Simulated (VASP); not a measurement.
# Ir4Cl in VASP: a series of runs

Runs on Ir4Cl. Level: PBE. Tasks: single point.

All numbers are computed with VASP 6.6.1; they aren't measurements. Logs are shortened: lines on timing, memory, paths and dates and some standing lists are left out, and cuts for length are marked.

## Step 1: The cell of the first run

The cell holds a slab with vacuum, 5 atoms: a = 2.737 Å, b = 3.870 Å, c = 19.460 Å, α = 90.00°, β = 90.00°, γ = 90.00°.

## Step 2: Single point, PBE

INCAR

```
SYSTEM = Ir4Cl
PREC = Accurate
ENCUT = 520
EDIFF = 1E-6
ISMEAR = 0
SIGMA = 0.1
LREAL = .FALSE.
LASPH = .TRUE.
NELM = 100
ALGO = Fast
ISIF = 2
LWAVE = .FALSE.
LCHARG = .FALSE.
LDIPOL = .TRUE.
IDIPOL = 3
DIPOL = 0.5 0.5 0.349
GGA = PE
NBANDS = 30
```

KPOINTS

```
regular mesh
0
G
  10 7 1
  0 0 0
```

POSCAR

```
Ir4Cl
1.0
    2.7367600872      0.0000000000      0.0000000000
    0.0000000000      3.8703632323      0.0000000000
    0.0000000000      0.0000000000     19.4599433730
Ir Cl
4 1
Direct
    0.5000000000      0.5000000000      0.2055504440
    0.0000000000      0.0000000000      0.2758682254
    0.5000000000      0.5000000000      0.3454282605
    0.0000000000      0.0000000000      0.4090424736
    0.5000000000      0.1250000000      0.5102915802
```

Potentials or basis: VASP PAW PBE potentials, release 64 (Ir, Cl).

Started as:

```sh
cat potpaw_PBE.64/Ir/POTCAR potpaw_PBE.64/Cl/POTCAR > POTCAR
mpirun -np 1 vasp_std > vasp.out
```

OUTCAR:

```text
SYSTEM = Ir4Cl
   PREC = Accurate
   ENCUT = 520
   EDIFF = 1E-6
   ISMEAR = 0
   LREAL = .FALSE.
   LASPH = .TRUE.
   NELM = 100
   ISIF = 2
   GGA = PE

 ion  position               nearest neighbor table
   1  0.500  0.500  0.206-   3 2.72   2 2.74   2 2.74   2 2.74   2 2.74
   2  0.000  0.000  0.276-   4 2.59   3 2.73   3 2.73   3 2.73   3 2.73   1 2.74   1 2.74   1 2.74
                             1 2.74
   3  0.500  0.500  0.345-   4 2.67   4 2.67   4 2.67   4 2.67   1 2.72   2 2.73   2 2.73   2 2.73
                             2 2.73
   4  0.000  0.000  0.409-   5 2.45   5 2.45   2 2.59   3 2.67   3 2.67   3 2.67   3 2.67
   5  0.500  0.125  0.510-   4 2.45   4 2.45

  LATTYP: Found a simple orthorhombic cell.
 ALAT       =     2.7367600872
 B/A-ratio  =     1.4142135624
 C/A-ratio  =     7.1105770155

  Lattice vectors:

 A1 = (   2.7367600872,   0.0000000000,   0.0000000000)
 A2 = (   0.0000000000,   3.8703632323,   0.0000000000)
 A3 = (   0.0000000000,   0.0000000000,  19.4599433730)

Analysis of symmetry for initial positions (statically):
=====================================================================
 Subroutine PRICEL returns:
 Original cell was already a primitive cell.

 Routine SETGRP: Setting up the symmetry group for a
 simple orthorhombic supercell.

 Subroutine GETGRP returns: Found  2 space group operations
 (whereof  2 operations were pure point group operations)
 out of a pool of  8 trial point group operations.

The static configuration has the point symmetry C_1h.

Analysis of symmetry for dynamics (positions and initial velocities):
=====================================================================
 Subroutine PRICEL returns:
 Original cell was already a primitive cell.

 Routine SETGRP: Setting up the symmetry group for a
 simple orthorhombic supercell.

 Subroutine GETGRP returns: Found  2 space group operations
 (whereof  2 operations were pure point group operations)
 out of a pool of  8 trial point group operations.

The dynamic configuration has the point symmetry C_1h.

 Subroutine INISYM returns: Found  2 space group operations
 (whereof  2 operations are pure point group operations),
 and found     1 'primitive' translations

----------------------------------------------------------------------------------------

                                     Primitive cell

  volume of cell :     206.1247

  direct lattice vectors                    reciprocal lattice vectors
     2.736760087  0.000000000  0.000000000     0.365395566  0.000000000  0.000000000
     0.000000000  3.870363232  0.000000000     0.000000000  0.258373682  0.000000000
     0.000000000  0.000000000 19.459943373     0.000000000  0.000000000  0.051387611

  length of vectors
     2.736760087  3.870363232 19.459943373     0.365395566  0.258373682  0.051387611

  position of ions in fractional coordinates (direct lattice)
     0.500000000  0.500000000  0.205550444
     0.000000000  0.000000000  0.275868225
     0.500000000  0.500000000  0.345428261
     0.000000000  0.000000000  0.409042474
     0.500000000  0.125000000  0.510291580

  ion indices of the primitive-cell ions
   primitive index   ion index
                 1           1
                 2           2
                 3           3
                 4           4
                 5           5

----------------------------------------------------------------------------------------

 KPOINTS: regular mesh

Automatic generation of k-mesh.
 Grid dimensions read from file:
 generate k-points for:   10    7    1

 Generating k-lattice:

  Cartesian coordinates                     Fractional coordinates (reciprocal lattice)
     0.036539557  0.000000000  0.000000000     0.100000000  0.000000000  0.000000000
     0.000000000  0.036910526  0.000000000     0.000000000  0.142857143  0.000000000
     0.000000000  0.000000000  0.051387611     0.000000000  0.000000000  1.000000000

  Length of vectors
     0.036539557  0.036910526  0.051387611

  Shift w.r.t. Gamma in fractional coordinates (k-lattice)
     0.000000000  0.000000000  0.000000000

 Subroutine IBZKPT returns following result:
 ===========================================

 Found     24 irreducible k-points:

 Following reciprocal coordinates:
            Coordinates               Weight
  0.000000  0.000000  0.000000      1.000000
  0.100000  0.000000  0.000000      2.000000
  0.200000  0.000000  0.000000      2.000000
  0.300000  0.000000  0.000000      2.000000
  0.400000  0.000000  0.000000      2.000000
  0.500000  0.000000  0.000000      1.000000
[... 16 lines left out ...]
  0.400000  0.428571  0.000000      4.000000
  0.500000  0.428571  0.000000      2.000000
   k-points           NKPTS =     24   k-points in BZ     NKDIM =     24   number of bands    NBANDS=     30
   number of dos      NEDOS =    301   number of ions     NIONS =      5
   total plane-waves  NPLWV =  90000
   dimension x,y,z NGX =    20 NGY =   30 NGZ =  150
   dimension x,y,z NGXF=    40 NGYF=   60 NGZF=  300
   ions per type =               4   1
   NGX,Y,Z   is equivalent  to a cutoff of  12.15, 12.89, 12.81 a.u.
   NGXF,Y,Z  is equivalent  to a cutoff of  24.30, 25.77, 25.63 a.u.
 SYSTEM =  Ir4Cl
   PREC   = accura    normal or accurate (medium, high low for compatibility)
   ISTART =      0    job   : 0-new  1-cont  2-samecut
   ICHARG =      2    charge: 1-file 2-atom 10-const
   ISPIN  =      1    spin polarized calculation?
   LNONCOLLINEAR =      F non collinear calculations
   LSORBIT =      F    spin-orbit coupling
   LASPH  =      T    aspherical Exc in radial PAW
   ENCUT  =  520.0 eV  38.22 Ry    6.18 a.u.   5.09  7.20 36.18*2*pi/ulx,y,z
   NELM   =    100;   NELMIN=  2; NELMDL= -5     # of ELM steps
   EDIFF  = 0.1E-05   stopping-criterion for ELM
   LREAL  =      F    real-space projection
   EDIFFG = 0.1E-04   stopping-criterion for IOM
   NSW    =      0    number of steps for IOM
   IBRION =     -1    ionic relax: 0-MD 1-quasi-New 2-CG
   NFREE  =      0    steps in history (QN), initial steepest desc. (CG)
   ISIF   =      2    stress and relaxation
   ISYM   =      2    0-nonsym 1-usesym 2-fastsym
   POTIM  = 0.5000    time-step for ionic-motion
   TEBEG  =    0.0;   TEEND  =   0.0 temperature during run
   PSTRESS=    0.0 pullay stress
   NELECT =      43.0000    total number of electrons
   NUPDOWN=      -1.0000    fix difference up-down
   EMIN   =  10.00;   EMAX   =-10.00  energy-range for DOS
   EFERMI =   0.00;   METHOD = LEGACY
   ISMEAR =     0;   SIGMA  =   0.10  broadening in eV -4-tet -1-fermi 0-gaus
   EFERMI_NEDOS =   21; number of points for ismear=-14 and -15
   IALGO  =     68    algorithm
   IMIX   =      4    mixing-type and parameters
     AMIX     =   0.40;   BMIX     =  1.00
     AMIX_MAG =   1.60;   BMIX_MAG =  1.00
  volume/ion in A,a.u.               =      41.22       278.20
  Fermi-wavevector in a.u.,A,eV,Ry     =   0.970929  1.834790 12.826265  0.942704
  Thomas-Fermi vector in A             =   2.101105
   LORBIT       =      0    0 simple, 1 ext, 2 COOP (PROOUT), +10 PAW based schemes
   GGA     = PE    functional components
   LHFCALC =     F    Hartree Fock is set to
   AEXX    =    0.0000 exact exchange contribution
   IVDW    =     0    specifies the selected vdW correction
   LEPSILON=     F    determine dielectric tensor
   LRPA    =     F    only Hartree local field effects (RPA)
 non-spin polarized calculation
 RMM-DIIS sequential band-by-band and
 Gauss-broadening in eV      SIGMA  =   0.10
  energy-cutoff  :      520.00
  volume of cell :      206.12
 maximum number of plane-waves:      5602
   NGX = 11   NGY = 15   NGZ = 73

 dipolmoment           0.000000      0.000000     -0.005697 electrons x Angstroem

 number of electron      42.9999997 magnetization

 dipolmoment           0.000000      0.000000      0.017465 electrons x Angstroem

 Free energy of the ion-electron system (eV)
  ---------------------------------------------------
  ext. energy  EPLUGINS =         0.00000000
  ---------------------------------------------------
  free energy    TOTEN  =       -34.20630088 eV

  energy without entropy =      -34.15696379  energy(sigma->0) =      -34.18163234

 E-fermi :  -0.1017     XC(G=0):  -5.7794

 val. band max:       -0.1041090649   @ k =   0.5000   0.2857   0.0000
 cond. band min:      -0.0989107183   @ k =   0.0000   0.2857   0.0000
 fundamental gap:      0.0051983466
 Fermi energy:        -0.1016587270

 k-point     1 :       0.0000    0.0000    0.0000
  band No.  band energies     occupation
      1     -16.7969      2.00000
      2      -9.7104      2.00000
      3      -7.4322      2.00000
      4      -6.9233      2.00000
      5      -6.1673      2.00000
      6      -5.6868      2.00000
[... 22 lines left out ...]
     29       4.5660      0.00000
     30       4.8600      0.00000

 k-point     2 :       0.1000    0.0000    0.0000
  band No.  band energies     occupation
      1     -16.6833      2.00000
      2      -9.4372      2.00000
      3      -7.1934      2.00000
      4      -6.6165      2.00000
      5      -6.0850      2.00000
      6      -5.4535      2.00000
[... 22 lines left out ...]
     29       4.9678      0.00000
     30       5.1249      0.00000

 k-point     3 :       0.2000    0.0000    0.0000
  band No.  band energies     occupation
      1     -16.3658      2.00000
      2      -8.7077      2.00000
      3      -6.7022      2.00000
      4      -6.0885      2.00000
      5      -5.8090      2.00000
      6      -5.4419      2.00000
[... 682 lines left out ...]
     29       6.8106      0.00000
     30       7.3863      0.00000

 k-point    24 :       0.5000    0.4286    0.0000
  band No.  band energies     occupation
      1     -15.2515      2.00000
      2      -7.5177      2.00000
      3      -6.8153      2.00000
      4      -6.3876      2.00000
      5      -6.1763      2.00000
      6      -5.2695      2.00000
[... 22 lines left out ...]
     29       6.1887      0.00000
     30       6.8110      0.00000

------------------------ aborting loop because EDIFF is reached ----------------------------------------

 vacuum level on the upper side and lower side of the slab       (xc-potential included)        -0.098        -0.367

  FORCE on cell =-STRESS in cart. coord.  units (eV):
  Direction    XX          YY          ZZ          XY          YZ          ZX
  --------------------------------------------------------------------------------------
  -------------------------------------------------------------------------------------
  Total       -1.7073159     -2.8171998      0.5775657      0.0000000     -0.6842134      0.0000000
  in kB      -13.2707190    -21.8976850      4.4893340      0.0000000     -5.3182913      0.0000000
  external PRESSURE =     -10.2263566 kB  Pullay stress =       0.0000000 kB

 VOLUME and BASIS-vectors are now :
 -----------------------------------------------------------------------------
  energy-cutoff  :      520.00
  volume of cell :      206.12
      direct lattice vectors                 reciprocal lattice vectors
     2.736760087  0.000000000  0.000000000     0.365395566  0.000000000  0.000000000
     0.000000000  3.870363232  0.000000000     0.000000000  0.258373682  0.000000000
     0.000000000  0.000000000 19.459943373     0.000000000  0.000000000  0.051387611

 POSITION                                       TOTAL-FORCE (eV/Angst)
 -----------------------------------------------------------------------------------
      1.36838      1.93518      4.00000         0.000000     -0.031302      1.059653
      0.00000      0.00000      5.36838         0.000000     -0.086758     -1.442394
      1.36838      1.93518      6.72201         0.000000      0.407212     -0.836910
      0.00000      0.00000      7.95994         0.000000     -0.020448      1.195508
      1.36838      0.48380      9.93025         0.000000     -0.268705      0.024144
 -----------------------------------------------------------------------------------
    total drift:                                0.000000      0.000021     -0.000490

  FREE ENERGIE OF THE ION-ELECTRON SYSTEM (eV)
  ---------------------------------------------------
  free  energy   TOTEN  =       -34.2063008832 eV

  energy  without entropy=      -34.1569637944  energy(sigma->0) =      -34.18163234

 vacuum level on the upper side and lower side of the slab         5.093         4.818
```

Wall time 8.2 min (1 thread of Oxide Virtual Turin-like, shared host); peak memory 0.32 GiB.

What came out:

```yaml
Free_energy: -34.2063 eV
Largest_force: 1.445 eV/Å
Band_gap_on_the_k_mesh: zero (an odd number of electrons rules out a gap without spin polarisation)
```

Forces on the atoms (eV/Å):
```
Ir   0.000 -0.031  1.060
Ir   0.000 -0.087 -1.442
Ir   0.000  0.407 -0.837
Ir   0.000 -0.020  1.196
Cl   0.000 -0.269  0.024
```

Caveat: spin-orbit coupling is left out, which moves the levels of the heavy elements.

(Continued in part 2 of 2.)
